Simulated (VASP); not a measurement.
# Pd (P6/mmm) in VASP: notebook

Pd is run at these levels: revPBE; tasks: single point.

All numbers are computed with VASP 6.6.1; they aren't measurements. Logs are shortened: lines on timing, memory, paths and dates and some standing lists are left out, and cuts for length are marked.

## Step 1: The cell of the first run

The structure is hexagonal, space group P6/mmm (No. 191). The conventional cell has a = 4.538 Å, b = 4.538 Å, c = 2.691 Å, α = 90.00°, β = 90.00°, γ = 120.00°. Pd (site symmetry 6/mmm) has 14 Pd at 2.69 to 2.95 Å within 3.5 Å. Within 3.5 Å of Pd (site symmetry -6m2) lie 11 Pd at 2.62 to 2.95 Å.

## Step 2: Single point, revPBE, collinear spin, ferromagnetic start

INCAR

```
ALGO = Normal
EDIFF = 1E-6
ENCUT = 520
GGA = RE
ISIF = 2
ISMEAR = -1
ISPIN = 2
LASPH = T
LCHARG = F
LMAXMIX = 4
LORBIT = 11
LREAL = F
LWAVE = F
MAGMOM = 0.5 0.5 0.5
NBANDS = 26
NELM = 150
PREC = Accurate
SIGMA = 0.05
```

KPOINTS

```
k-points
0
Gamma
  9 9 13
```

POSCAR

```
Pd
1.0
    4.5378012205      0.0000000000      0.0000000000
   -2.2689006103      3.9298511343      0.0000000000
    0.0000000000      0.0000000000      2.6912617925
Pd
3
Direct
    1.0000000000      0.0000000000      0.0000000000
    0.3333333333      0.6666666667      0.5000000000
    0.6666666667      0.3333333333      0.5000000000
```

Potentials or basis: VASP PAW PBE potentials, release 64 (Pd).

Started as:

```console
$ cat potpaw_PBE.64/Pd/POTCAR > POTCAR
$ mpirun -np 1 vasp_std > vasp.out
```

OUTCAR:

```text
EDIFF = 1E-6
   ENCUT = 520
   GGA = RE
   ISIF = 2
   ISMEAR = -1
   ISPIN = 2
   LASPH = T
   LORBIT = 11
   LREAL = F
   NELM = 150
   PREC = Accurate

 ion  position               nearest neighbor table
   1  0.000  0.000  0.000-   2 2.95   3 2.95   2 2.95   3 2.95   3 2.95   3 2.95   2 2.95   2 2.95
                             3 2.95   3 2.95   2 2.95   2 2.95
   2  0.333  0.667  0.500-   3 2.62   3 2.62   3 2.62   1 2.95   1 2.95   1 2.95   1 2.95   1 2.95
                             1 2.95
   3  0.667  0.333  0.500-   2 2.62   2 2.62   2 2.62   1 2.95   1 2.95   1 2.95   1 2.95   1 2.95
                             1 2.95

  LATTYP: Found a hexagonal cell.
 ALAT       =     4.5378012205
 C/A-ratio  =     0.5930761754

  Lattice vectors:

 A1 = (   4.5378012205,   0.0000000000,   0.0000000000)
 A2 = (  -2.2689006103,   3.9298511343,   0.0000000000)
 A3 = (   0.0000000000,   0.0000000000,   2.6912617925)

Analysis of symmetry for initial positions (statically):
=====================================================================
 Subroutine PRICEL returns:
 Original cell was already a primitive cell.

 Routine SETGRP: Setting up the symmetry group for a
 hexagonal supercell.

 Subroutine GETGRP returns: Found 24 space group operations
 (whereof 24 operations were pure point group operations)
 out of a pool of 24 trial point group operations.

The static configuration has the point symmetry D_6h.

Analysis of symmetry for dynamics (positions and initial velocities):
=====================================================================
 Subroutine PRICEL returns:
 Original cell was already a primitive cell.

 Routine SETGRP: Setting up the symmetry group for a
 hexagonal supercell.

 Subroutine GETGRP returns: Found 24 space group operations
 (whereof 24 operations were pure point group operations)
 out of a pool of 24 trial point group operations.

The dynamic configuration has the point symmetry D_6h.

Analysis of structural, dynamic, and magnetic symmetry:
=====================================================================
 Subroutine PRICEL returns:
 Original cell was already a primitive cell.

 Routine SETGRP: Setting up the symmetry group for a
 hexagonal supercell.

 Subroutine GETGRP returns: Found 24 space group operations
 (whereof 24 operations were pure point group operations)
 out of a pool of 24 trial point group operations.

The overall configuration has the point symmetry D_6h.

 Subroutine INISYM returns: Found 24 space group operations
 (whereof 24 operations are pure point group operations),
 and found     1 'primitive' translations

----------------------------------------------------------------------------------------

                                     Primitive cell

  volume of cell :      47.9930

  direct lattice vectors                    reciprocal lattice vectors
     4.537801220  0.000000000  0.000000000     0.220371046  0.127231283  0.000000000
    -2.268900610  3.929851134  0.000000000     0.000000000  0.254462565  0.000000000
     0.000000000  0.000000000  2.691261793     0.000000000  0.000000000  0.371572919

  length of vectors
     4.537801220  4.537801221  2.691261793     0.254462565  0.254462565  0.371572919

  position of ions in fractional coordinates (direct lattice)
     0.000000000  0.000000000  0.000000000
     0.333333333  0.666666667  0.500000000
     0.666666667  0.333333333  0.500000000

  ion indices of the primitive-cell ions
   primitive index   ion index
                 1           1
                 2           2
                 3           3

----------------------------------------------------------------------------------------

 KPOINTS: k-points

Automatic generation of k-mesh.
 Grid dimensions read from file:
 generate k-points for:    9    9   13

 Generating k-lattice:

  Cartesian coordinates                     Fractional coordinates (reciprocal lattice)
     0.024485672  0.014136809  0.000000000     0.111111111 -0.000000000  0.000000000
     0.000000000  0.028273618  0.000000000     0.000000000  0.111111111  0.000000000
     0.000000000  0.000000000  0.028582532     0.000000000  0.000000000  0.076923077

  Length of vectors
     0.028273618  0.028273618  0.028582532

  Shift w.r.t. Gamma in fractional coordinates (k-lattice)
     0.000000000  0.000000000  0.000000000

 Subroutine IBZKPT returns following result:
 ===========================================

 Found     84 irreducible k-points:

 Following reciprocal coordinates:
            Coordinates               Weight
  0.000000  0.000000  0.000000      1.000000
  0.111111  0.000000  0.000000      6.000000
  0.222222 -0.000000  0.000000      6.000000
  0.333333 -0.000000  0.000000      6.000000
  0.444444 -0.000000  0.000000      6.000000
  0.111111  0.111111  0.000000      6.000000
[... 16 lines left out ...]
  0.333333  0.222222  0.076923     24.000000
  0.333333  0.333333  0.076923      4.000000
 [... further k-points ...]
   k-points           NKPTS =     84   k-points in BZ     NKDIM =     84   number of bands    NBANDS=     26
   number of dos      NEDOS =    301   number of ions     NIONS =      3
   total plane-waves  NPLWV =  25920
   dimension x,y,z NGX =    36 NGY =   36 NGZ =   20
   dimension x,y,z NGXF=    72 NGYF=   72 NGZF=   40
   ions per type =               3
   NGX,Y,Z   is equivalent  to a cutoff of  13.19, 13.19, 12.35 a.u.
   NGXF,Y,Z  is equivalent  to a cutoff of  26.38, 26.38, 24.71 a.u.
 SYSTEM =  unknown system
   PREC   = accura    normal or accurate (medium, high low for compatibility)
   ISTART =      0    job   : 0-new  1-cont  2-samecut
   ICHARG =      2    charge: 1-file 2-atom 10-const
   ISPIN  =      2    spin polarized calculation?
   LNONCOLLINEAR =      F non collinear calculations
   LSORBIT =      F    spin-orbit coupling
   LASPH  =      T    aspherical Exc in radial PAW
   ENCUT  =  520.0 eV  38.22 Ry    6.18 a.u.   8.44  8.44  5.00*2*pi/ulx,y,z
   NELM   =    150;   NELMIN=  2; NELMDL= -5     # of ELM steps
   EDIFF  = 0.1E-05   stopping-criterion for ELM
   LREAL  =      F    real-space projection
   EDIFFG = 0.1E-04   stopping-criterion for IOM
   NSW    =      0    number of steps for IOM
   IBRION =     -1    ionic relax: 0-MD 1-quasi-New 2-CG
   NFREE  =      0    steps in history (QN), initial steepest desc. (CG)
   ISIF   =      2    stress and relaxation
   ISYM   =      2    0-nonsym 1-usesym 2-fastsym
   POTIM  = 0.5000    time-step for ionic-motion
   TEBEG  =    0.0;   TEEND  =   0.0 temperature during run
   PSTRESS=    0.0 pullay stress
   NELECT =      30.0000    total number of electrons
   NUPDOWN=      -1.0000    fix difference up-down
   EMIN   =  10.00;   EMAX   =-10.00  energy-range for DOS
   EFERMI =   0.00;   METHOD = LEGACY
   ISMEAR =    -1;   SIGMA  =   0.05  broadening in eV -4-tet -1-fermi 0-gaus
   EFERMI_NEDOS =   21; number of points for ismear=-14 and -15
   IALGO  =     38    algorithm
   IMIX   =      4    mixing-type and parameters
     AMIX     =   0.40;   BMIX     =  1.00
     AMIX_MAG =   1.60;   BMIX_MAG =  1.00
  volume/ion in A,a.u.               =      16.00       107.96
  Fermi-wavevector in a.u.,A,eV,Ry     =   1.399768  2.645178 26.658583  1.959351
  Thomas-Fermi vector in A             =   2.522795
   LORBIT       =     11    0 simple, 1 ext, 2 COOP (PROOUT), +10 PAW based schemes
   GGA     = RE    functional components
   LHFCALC =     F    Hartree Fock is set to
   AEXX    =    0.0000 exact exchange contribution
   IVDW    =     0    specifies the selected vdW correction
   LEPSILON=     F    determine dielectric tensor
   LRPA    =     F    only Hartree local field effects (RPA)
 spin polarized calculation
  energy-cutoff  :      520.00
  volume of cell :       47.99
 maximum number of plane-waves:      1318
 NGX is ok and might be reduce to    36
   NGX = 17   NGY = 17   NGZ = 11

 number of electron      29.9999998 magnetization       0.4520286

 Free energy of the ion-electron system (eV)
  ---------------------------------------------------
  ext. energy  EPLUGINS =         0.00000000
  ---------------------------------------------------
  free energy    TOTEN  =       -13.95505731 eV

  energy without entropy =      -13.89887916  energy(sigma->0) =      -13.92696824

 E-fermi :   8.5652     XC(G=0): -12.5878

 val. band max:        8.5641640558   @ k =   0.3333   0.1111   0.0769
 cond. band min:       8.5658056402   @ k =   0.0000   0.0000   0.0769
 fundamental gap:      0.0016415843
 Fermi energy:         8.5652086905

 spin component 1

 k-point     1 :       0.0000    0.0000    0.0000
  band No.  band energies     occupation
      1       2.0665      1.00000
      2       3.8962      1.00000
      3       5.2428      1.00000
      4       5.5993      1.00000
      5       5.6407      1.00000
      6       5.6407      1.00000
[... 18 lines left out ...]
     25      28.6906      0.00000
     26      28.6906      0.00000
[... 644 lines left out ...]
      4       4.9713      1.00000
      5       4.9713      1.00000
      6       5.3706      1.00000
[... 18 lines left out ...]
     25      26.3691      0.00000
     26      27.1544      0.00000

 [... further k-points ...]

 spin component 2

 k-point     1 :       0.0000    0.0000    0.0000
  band No.  band energies     occupation
      1       2.0725      1.00000
      2       3.9916      1.00000
      3       5.3457      1.00000
      4       5.7151      1.00000
      5       5.7282      1.00000
      6       5.7282      1.00000
[... 18 lines left out ...]
     25      28.6839      0.00000
     26      28.6839      0.00000
[... 644 lines left out ...]
      4       5.0803      1.00000
      5       5.0803      1.00000
      6       5.4819      1.00000
[... 18 lines left out ...]
     25      26.3870      0.00000
     26      27.1770      0.00000

 [... further k-points ...]
[... 5 lines left out ...]
  --------------------------------------------------------------------------------------
  -------------------------------------------------------------------------------------
  Total       -0.0961123     -0.0961123      0.0998299      0.0000000      0.0000000      0.0000000
  in kB       -3.2085747     -3.2085747      3.3326801      0.0000000      0.0000000      0.0000000
  external PRESSURE =      -1.0281565 kB  Pullay stress =       0.0000000 kB

 VOLUME and BASIS-vectors are now :
 -----------------------------------------------------------------------------
  energy-cutoff  :      520.00
  volume of cell :       47.99
      direct lattice vectors                 reciprocal lattice vectors
     4.537801220  0.000000000  0.000000000     0.220371046  0.127231283  0.000000000
    -2.268900610  3.929851134  0.000000000     0.000000000  0.254462565  0.000000000
     0.000000000  0.000000000  2.691261793     0.000000000  0.000000000  0.371572919

 POSITION                                       TOTAL-FORCE (eV/Angst)
 -----------------------------------------------------------------------------------
      0.00000      0.00000      0.00000         0.000000      0.000000      0.000000
     -0.00000      2.61990      1.34563        -0.000000     -0.000000     -0.000000
      2.26890      1.30995      1.34563         0.000000      0.000000      0.000000
 -----------------------------------------------------------------------------------
    total drift:                                0.000000      0.000000     -0.000000

  FREE ENERGIE OF THE ION-ELECTRON SYSTEM (eV)
  ---------------------------------------------------
  free  energy   TOTEN  =       -13.9550573104 eV

  energy  without entropy=      -13.8988791635  energy(sigma->0) =      -13.92696824

 total charge

# of ion       s       p       d       tot
------------------------------------------
    1        0.433   0.370   8.464   9.267
    2        0.471   0.410   8.467   9.348
    3        0.471   0.410   8.467   9.348
--------------------------------------------------
tot          1.375   1.191  25.398  27.964

 magnetization (x)

# of ion       s       p       d       tot
------------------------------------------
    1       -0.000  -0.003   0.157   0.154
    2       -0.002  -0.002   0.154   0.150
    3       -0.002  -0.002   0.154   0.150
--------------------------------------------------
tot         -0.003  -0.008   0.465   0.454
```

It took 5.3 min on 1 thread of Oxide Virtual Turin-like, shared host; peak memory 0.25 GiB.

Results:

```yaml
Free_energy: -13.9551 eV
Pressure: -0.1 GPa
Net_moment: 0.45 μB per cell
Site_moments: Pd +0.15 μB
Valence_electrons_inside_the_program's_atomic_spheres: Pd 9.27, 9.35
```

Caveat: the PAW data sets were made with another functional, which shifts forces and pressure a little.

## Step 3: Single point, revPBE, collinear spin, ferromagnetic start (volume scaled by 1.04)

INCAR

```
PREC = Accurate
ENCUT = 520
EDIFF = 1E-6
ISMEAR = -1
SIGMA = 0.05
LREAL = False
LASPH = True
NELM = 150
ALGO = Normal
ISIF = 2
LWAVE = False
LCHARG = False
ISPIN = 2
MAGMOM = 0.5 0.5 0.5
LORBIT = 11
LMAXMIX = 4
GGA = RE
NBANDS = 26
```

KPOINTS

```
Automatic mesh
0
Gamma
  9 9 13
```

POSCAR

```
Pd
1.0
    4.5975159792      0.0000000000      0.0000000000
   -2.2987579896      3.9815656323      0.0000000000
    0.0000000000      0.0000000000      2.7266771932
Pd
3
Direct
    1.0000000000      0.0000000000      0.0000000000
    0.3333333333      0.6666666667      0.5000000000
    0.6666666667      0.3333333333      0.5000000000
```

Potentials or basis: VASP PAW PBE potentials, release 64 (Pd).

Started as:

```console
$ cat potpaw_PBE.64/Pd/POTCAR > POTCAR
$ mpirun -np 1 vasp_std > vasp.out
```

Run time: 4.1 min. Hardware: 1 thread of Oxide Virtual Turin-like, shared host; peak memory 0.25 GiB.

It converged, with:

```
Free energy                                           : -13.9233 eV
Pressure                                              : -5.1 GPa
Net moment                                            : 0.56 μB per cell
Site moments                                          : Pd +0.20, +0.18 μB
Valence electrons inside the program's atomic spheres : Pd 9.21, 9.28
```

Stress tensor (GPa, compression positive):
```
-5.34  0.00  0.00
 0.00 -5.34  0.00
 0.00  0.00 -4.73
```

Levels at points of the mesh, in eV from the Fermi level:
Spin up:
| k point | band 14 | band 15 | band 16 | band 17 | band 18 | band 19 |
| --- | --- | --- | --- | --- | --- | --- |
| (0.00, 0.00, 0.00) | -1.26 | 0.03 | 0.03 | 6.97 | 6.97 | 6.99 |
Spin down:
```
           k point  band 12  band 13  band 14  band 15  band 16  band 17  band 18  band 19
(0.00, 0.00, 0.00)    -1.26    -1.13    -1.13     0.17     0.17     7.02     7.02     7.03
```

Caveat: the PAW data sets were made with another functional, which shifts forces and pressure a little.

## Step 4: Single point, revPBE, collinear spin, ferromagnetic start

INCAR

```
ALGO = Normal
EDIFF = 1E-7
ENCUT = 520
GGA = RE
ISIF = 2
ISMEAR = -1
ISPIN = 2
LASPH = T
LCHARG = F
LMAXMIX = 4
LORBIT = 11
LREAL = F
LWAVE = F
MAGMOM = 0.5 0.5 0.5
NBANDS = 26
NELM = 150
PREC = Accurate
SIGMA = 0.05
```

KPOINTS

```
k-points
0
Gamma
  11 11 15
```

POSCAR

```
Pd
1.0
    4.5378012205      0.0000000000      0.0000000000
   -2.2689006103      3.9298511343      0.0000000000
    0.0000000000      0.0000000000      2.6912617925
Pd
3
Direct
    1.0000000000      0.0000000000      0.0000000000
    0.3333333333      0.6666666667      0.5000000000
    0.6666666667      0.3333333333      0.5000000000
```

Started as:

```console
$ cat potpaw_PBE.64/Pd/POTCAR > POTCAR
$ mpirun -np 1 vasp_std > vasp.out
```

It took 8.7 min on 1 thread of Oxide Virtual Turin-like, shared host; peak memory 0.31 GiB.

It converged, with:

```yaml
Free_energy: -13.9588 eV
Pressure: -0.2 GPa
Band_gap_on_the_k_mesh: zero (filled and empty bands overlap)
Net_moment: 0.00 μB per cell
Valence_electrons_inside_the_program's_atomic_spheres: Pd 9.27, 9.35
```

Stress tensor (GPa, compression positive):
```
-0.29  0.00  0.00
 0.00 -0.29  0.00
 0.00  0.00 -0.11
```

Levels at points of the mesh, in eV from the Fermi level:
Spin up:
| k point | band 11 | band 12 | band 13 | band 14 | band 15 | band 16 | band 17 | band 18 | band 19 | band 20 |
| --- | --- | --- | --- | --- | --- | --- | --- | --- | --- | --- |
| (0.00, 0.00, 0.00) | -1.40 | -1.40 | -1.27 | -1.27 | 0.12 | 0.12 | 7.19 | 7.19 | 7.20 | 7.20 |
Spin down:
| k point | band 12 | band 13 | band 14 | band 15 | band 16 | band 17 | band 18 | band 19 |
| --- | --- | --- | --- | --- | --- | --- | --- | --- |
| (0.00, 0.00, 0.00) | -1.40 | -1.27 | -1.27 | 0.12 | 0.12 | 7.19 | 7.19 | 7.20 |

Caveat: the PAW data sets were made with another functional, which shifts forces and pressure a little.

## Step 5: The runs side by side

```csv
cell,k mesh,gap on the mesh (eV),pressure (GPa),moment (μB)
"a = 4.538, b = 4.538, c = 2.691 Å, angles 90.0, 90.0, 120.0°, 3 atoms",9 × 9 × 13,none,-0.1,0.45
"a = 4.598, b = 4.598, c = 2.727 Å, angles 90.0, 90.0, 120.0°, 3 atoms",9 × 9 × 13,none,-5.1,0.56
"a = 4.538, b = 4.538, c = 2.691 Å, angles 90.0, 90.0, 120.0°, 3 atoms",11 × 11 × 15,none,-0.2,0.00
```

Alike in all rows: task single point; level revPBE; potentials or basis VASP PAW PBE potentials, release 64 (Pd); spin collinear, ferromagnetic start; cutoff (eV) 520; smearing fermi-dirac 0.05 eV.

Caveats: the PAW data sets were made with another functional, which shifts forces and pressure a little.

Total energies depend on the potentials used, so only differences within one code and one set of settings carry meaning.
